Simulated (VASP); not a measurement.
# ZnO (Pm-3m) in VASP: further runs

ZnO is run at these levels: PBE; tasks: single point.

Everything below comes from runs of VASP 6.6.1. Logs are shortened: lines on timing, memory, paths and dates and some standing lists are left out, and cuts for length are marked.

### 1 The cell of the first run

The structure is cubic, space group Pm-3m (No. 221). The conventional cell has a = 2.595 Å, b = 2.595 Å, c = 2.595 Å, α = 90.00°, β = 90.00°, γ = 90.00°. Zn (site symmetry m-3m) has 8 O at 2.25 Å and 6 Zn at 2.59 Å within 3.0 Å. O (site symmetry m-3m) has 8 Zn at 2.25 Å and 6 O at 2.59 Å within 3.0 Å.

### 2 Single point, PBE

Input file INCAR:

```
SYSTEM = ZnO
PREC = Accurate ; ENCUT = 600
EDIFF = 1E-6 ; ISMEAR = 0
SIGMA = 0.05 ; LREAL = .False.
LASPH = .True. ; NELM = 120
ALGO = Normal ; ISIF = 2
LWAVE = .False. ; LCHARG = .True.
GGA = PE ; LELF = .True.
LVHAR = .True. ; NBANDS = 16
GGA_COMPAT = .False.
```

Input file KPOINTS:

```
Automatic mesh
0
Gamma
  6 6 6
  0 0 0
```

Input file POSCAR:

```
ZnO
1.0
    2.5946121097      0.0000000000      0.0000000000
    0.0000000000      2.5946121097      0.0000000000
    0.0000000000      0.0000000000      2.5946121097
Zn O
1 1
Direct
    0.0000000000      0.0000000000      0.0000000000
    0.5000000000      0.5000000000      0.5000000000
```

Potentials or basis: VASP PAW PBE potentials, release 64 (Zn, O).

Command:

```sh
$ cat potpaw_PBE.64/Zn/POTCAR potpaw_PBE.64/O/POTCAR > POTCAR
$ mpirun -np 1 vasp_std > vasp.out
```

OUTCAR:

```text
SYSTEM = ZnO
   PREC = Accurate
   ENCUT = 600
   EDIFF = 1E-6
   ISMEAR = 0
   LREAL = .False.
   LASPH = .True.
   NELM = 120
   ISIF = 2
   GGA = PE

 ion  position               nearest neighbor table
   1  0.000  0.000  0.000-   2 2.25   2 2.25   2 2.25   2 2.25   2 2.25   2 2.25   2 2.25   2 2.25

   2  0.500  0.500  0.500-   1 2.25   1 2.25   1 2.25   1 2.25   1 2.25   1 2.25   1 2.25   1 2.25

  LATTYP: Found a simple cubic cell.
 ALAT       =     2.5946121097

  Lattice vectors:

 A1 = (   2.5946121097,   0.0000000000,   0.0000000000)
 A2 = (   0.0000000000,   2.5946121097,   0.0000000000)
 A3 = (   0.0000000000,   0.0000000000,   2.5946121097)

Analysis of symmetry for initial positions (statically):
=====================================================================
 Subroutine PRICEL returns:
 Original cell was already a primitive cell.

 Routine SETGRP: Setting up the symmetry group for a
 simple cubic supercell.

 Subroutine GETGRP returns: Found 48 space group operations
 (whereof 48 operations were pure point group operations)
 out of a pool of 48 trial point group operations.

The static configuration has the point symmetry O_h .

Analysis of symmetry for dynamics (positions and initial velocities):
=====================================================================
 Subroutine PRICEL returns:
 Original cell was already a primitive cell.

 Routine SETGRP: Setting up the symmetry group for a
 simple cubic supercell.

 Subroutine GETGRP returns: Found 48 space group operations
 (whereof 48 operations were pure point group operations)
 out of a pool of 48 trial point group operations.

The dynamic configuration has the point symmetry O_h .

 Subroutine INISYM returns: Found 48 space group operations
 (whereof 48 operations are pure point group operations),
 and found     1 'primitive' translations

----------------------------------------------------------------------------------------

                                     Primitive cell

  volume of cell :      17.4670

  direct lattice vectors                    reciprocal lattice vectors
     2.594612110  0.000000000  0.000000000     0.385414065  0.000000000  0.000000000
     0.000000000  2.594612110  0.000000000     0.000000000  0.385414065  0.000000000
     0.000000000  0.000000000  2.594612110     0.000000000  0.000000000  0.385414065

  length of vectors
     2.594612110  2.594612110  2.594612110     0.385414065  0.385414065  0.385414065

  position of ions in fractional coordinates (direct lattice)
     0.000000000  0.000000000  0.000000000
     0.500000000  0.500000000  0.500000000

  ion indices of the primitive-cell ions
   primitive index   ion index
                 1           1
                 2           2

----------------------------------------------------------------------------------------

 KPOINTS: Automatic mesh

Automatic generation of k-mesh.
 Grid dimensions read from file:
 generate k-points for:    6    6    6

 Generating k-lattice:

  Cartesian coordinates                     Fractional coordinates (reciprocal lattice)
     0.064235677  0.000000000  0.000000000     0.166666667  0.000000000  0.000000000
     0.000000000  0.064235677  0.000000000     0.000000000  0.166666667  0.000000000
     0.000000000  0.000000000  0.064235677     0.000000000  0.000000000  0.166666667

  Length of vectors
     0.064235677  0.064235677  0.064235677

  Shift w.r.t. Gamma in fractional coordinates (k-lattice)
     0.000000000  0.000000000  0.000000000

 Subroutine IBZKPT returns following result:
 ===========================================

 Found     20 irreducible k-points:

 Following reciprocal coordinates:
            Coordinates               Weight
  0.000000  0.000000  0.000000      1.000000
  0.166667  0.000000  0.000000      6.000000
  0.333333  0.000000  0.000000      6.000000
  0.500000  0.000000  0.000000      3.000000
  0.166667  0.166667  0.000000     12.000000
  0.333333  0.166667  0.000000     24.000000
[... 12 lines left out ...]
  0.500000  0.500000  0.333333      6.000000
  0.500000  0.500000  0.500000      1.000000
   k-points           NKPTS =     20   k-points in BZ     NKDIM =     20   number of bands    NBANDS=     16
   number of dos      NEDOS =    301   number of ions     NIONS =      2
   total plane-waves  NPLWV =  13824
   dimension x,y,z NGX =    24 NGY =   24 NGZ =   24
   dimension x,y,z NGXF=    48 NGYF=   48 NGZF=   48
   ions per type =               1   1
   NGX,Y,Z   is equivalent  to a cutoff of  15.38, 15.38, 15.38 a.u.
   NGXF,Y,Z  is equivalent  to a cutoff of  30.76, 30.76, 30.76 a.u.
 SYSTEM =  ZnO
   PREC   = accura    normal or accurate (medium, high low for compatibility)
   ISTART =      0    job   : 0-new  1-cont  2-samecut
   ICHARG =      2    charge: 1-file 2-atom 10-const
   ISPIN  =      1    spin polarized calculation?
   LNONCOLLINEAR =      F non collinear calculations
   LSORBIT =      F    spin-orbit coupling
   LASPH  =      T    aspherical Exc in radial PAW
   ENCUT  =  600.0 eV  44.10 Ry    6.64 a.u.   5.18  5.18  5.18*2*pi/ulx,y,z
   NELM   =    120;   NELMIN=  2; NELMDL= -5     # of ELM steps
   EDIFF  = 0.1E-05   stopping-criterion for ELM
   LREAL  =      F    real-space projection
   EDIFFG = 0.1E-04   stopping-criterion for IOM
   NSW    =      0    number of steps for IOM
   IBRION =     -1    ionic relax: 0-MD 1-quasi-New 2-CG
   NFREE  =      0    steps in history (QN), initial steepest desc. (CG)
   ISIF   =      2    stress and relaxation
   ISYM   =      2    0-nonsym 1-usesym 2-fastsym
   POTIM  = 0.5000    time-step for ionic-motion
   TEBEG  =    0.0;   TEEND  =   0.0 temperature during run
   PSTRESS=    0.0 pullay stress
   NELECT =      18.0000    total number of electrons
   NUPDOWN=      -1.0000    fix difference up-down
   EMIN   =  10.00;   EMAX   =-10.00  energy-range for DOS
   EFERMI =   0.00;   METHOD = LEGACY
   ISMEAR =     0;   SIGMA  =   0.05  broadening in eV -4-tet -1-fermi 0-gaus
   EFERMI_NEDOS =   21; number of points for ismear=-14 and -15
   IALGO  =     38    algorithm
   IMIX   =      4    mixing-type and parameters
     AMIX     =   0.40;   BMIX     =  1.00
     AMIX_MAG =   1.60;   BMIX_MAG =  1.00
  volume/ion in A,a.u.               =       8.73        58.94
  Fermi-wavevector in a.u.,A,eV,Ry     =   1.653585  3.124823 37.203006  2.734344
  Thomas-Fermi vector in A             =   2.741998
   LORBIT       =      0    0 simple, 1 ext, 2 COOP (PROOUT), +10 PAW based schemes
   GGA     = PE    functional components
   LHFCALC =     F    Hartree Fock is set to
   AEXX    =    0.0000 exact exchange contribution
   IVDW    =     0    specifies the selected vdW correction
   LEPSILON=     F    determine dielectric tensor
   LRPA    =     F    only Hartree local field effects (RPA)
 non-spin polarized calculation
 Gauss-broadening in eV      SIGMA  =   0.05
  energy-cutoff  :      600.00
  volume of cell :       17.47
 maximum number of plane-waves:       624
 NGX is ok and might be reduce to    24
   NGX = 11   NGY = 11   NGZ = 11

 number of electron      17.9999993 magnetization

 Free energy of the ion-electron system (eV)
  ---------------------------------------------------
  ext. energy  EPLUGINS =         0.00000000
  ---------------------------------------------------
  free energy    TOTEN  =        -7.35442458 eV

  energy without entropy =       -7.35390698  energy(sigma->0) =       -7.35416578

 E-fermi :   4.2249     XC(G=0): -13.1184

 val. band max:        4.1897327625   @ k =   0.5000   0.0000   0.0000
 cond. band min:       5.9605663189   @ k =   0.1667   0.0000   0.0000
 fundamental gap:      1.7708335564
 Fermi energy:         4.2248993912

 k-point     1 :       0.0000    0.0000    0.0000
  band No.  band energies     occupation
      1     -15.2032      2.00000
      2      -2.5395      2.00000
      3      -2.5395      2.00000
      4      -1.1897      2.00000
      5      -1.1897      2.00000
      6      -1.1897      2.00000
[... 8 lines left out ...]
     15      23.0240      0.00000
     16      37.7410      0.00000

 k-point     2 :       0.1667    0.0000    0.0000
  band No.  band energies     occupation
      1     -14.8822      2.00000
      2      -2.5895      2.00000
      3      -2.4956      2.00000
      4      -1.4180      2.00000
      5      -1.4180      2.00000
      6      -1.1788      2.00000
[... 8 lines left out ...]
     15      25.1959      0.00000
     16      32.1988      0.00000

 k-point     3 :       0.3333    0.0000    0.0000
  band No.  band energies     occupation
      1     -14.1261      2.00000
      2      -3.7226      2.00000
      3      -2.4069      2.00000
      4      -1.7982      2.00000
      5      -1.7982      2.00000
      6      -1.1570      2.00000
[... 8 lines left out ...]
     15      27.3785      0.00000
     16      29.9401      0.00000

 k-point     4 :       0.5000    0.0000    0.0000
  band No.  band energies     occupation
      1     -13.6617      2.00000
      2      -4.6748      2.00000
      3      -2.3621      2.00000
      4      -1.9626      2.00000
      5      -1.9626      2.00000
      6      -1.1460      2.00000
[... 8 lines left out ...]
     15      24.8613      0.00000
     16      33.5950      0.00000
[... 248 lines left out ...]
 k-point    18 :       0.5000    0.3333    0.3333
  band No.  band energies     occupation
      1     -12.3167      2.00000
      2      -3.1437      2.00000
      3      -3.0943      2.00000
      4      -2.3073      2.00000
      5      -1.3423      2.00000
      6      -1.1072      2.00000
[... 8 lines left out ...]
     15      25.4141      0.00000
     16      26.9225      0.00000

 k-point    19 :       0.5000    0.5000    0.3333
  band No.  band energies     occupation
      1     -12.0252      2.00000
      2      -3.2624      2.00000
      3      -3.2624      2.00000
      4      -2.8932      2.00000
      5      -1.2140      2.00000
      6      -0.8660      2.00000
[... 8 lines left out ...]
     15      26.4875      0.00000
     16      26.4875      0.00000

 k-point    20 :       0.5000    0.5000    0.5000
  band No.  band energies     occupation
      1     -11.7041      2.00000
      2      -3.4934      2.00000
      3      -3.4934      2.00000
      4      -3.4934      2.00000
      5      -0.8605      2.00000
      6      -0.8605      2.00000
[... 8 lines left out ...]
     15      26.3845      0.00000
     16      26.3845      0.00000

------------------------ aborting loop because EDIFF is reached ----------------------------------------

  FORCE on cell =-STRESS in cart. coord.  units (eV):
  Direction    XX          YY          ZZ          XY          YZ          ZX
  --------------------------------------------------------------------------------------
  -------------------------------------------------------------------------------------
  Total        2.4856137      2.4856137      2.4856137     -0.0000000     -0.0000000      0.0000000
  in kB      227.9958267    227.9958267    227.9958267     -0.0000000     -0.0000000      0.0000000
  external PRESSURE =     227.9958267 kB  Pullay stress =       0.0000000 kB

 VOLUME and BASIS-vectors are now :
 -----------------------------------------------------------------------------
  energy-cutoff  :      600.00
  volume of cell :       17.47
      direct lattice vectors                 reciprocal lattice vectors
     2.594612110  0.000000000  0.000000000     0.385414065  0.000000000  0.000000000
     0.000000000  2.594612110  0.000000000     0.000000000  0.385414065  0.000000000
     0.000000000  0.000000000  2.594612110     0.000000000  0.000000000  0.385414065

 POSITION                                       TOTAL-FORCE (eV/Angst)
 -----------------------------------------------------------------------------------
      0.00000      0.00000      0.00000         0.000000      0.000000      0.000000
      1.29731      1.29731      1.29731         0.000000      0.000000      0.000000
 -----------------------------------------------------------------------------------
    total drift:                                0.000000      0.000000     -0.000000

  FREE ENERGIE OF THE ION-ELECTRON SYSTEM (eV)
  ---------------------------------------------------
  free  energy   TOTEN  =        -7.3544245754 eV

  energy  without entropy=       -7.3539069817  energy(sigma->0) =       -7.35416578
```

It took 7.7 s on 1 thread of Intel Xeon Platinum 8259CL at 2.50GHz (Skylake/Cascade Lake), shared host; peak memory 0.13 GiB.

What came out:

```
Free energy            : -7.3544 eV
Pressure               : 22.8 GPa
Band gap on the k mesh : zero (band 9 reaches 4.19 eV, above the bottom of band 10 at 3.93 eV)
```

Caveat: the k points lie up to 0.40 Å⁻¹ apart.

(Continued in part 2 of 2.)
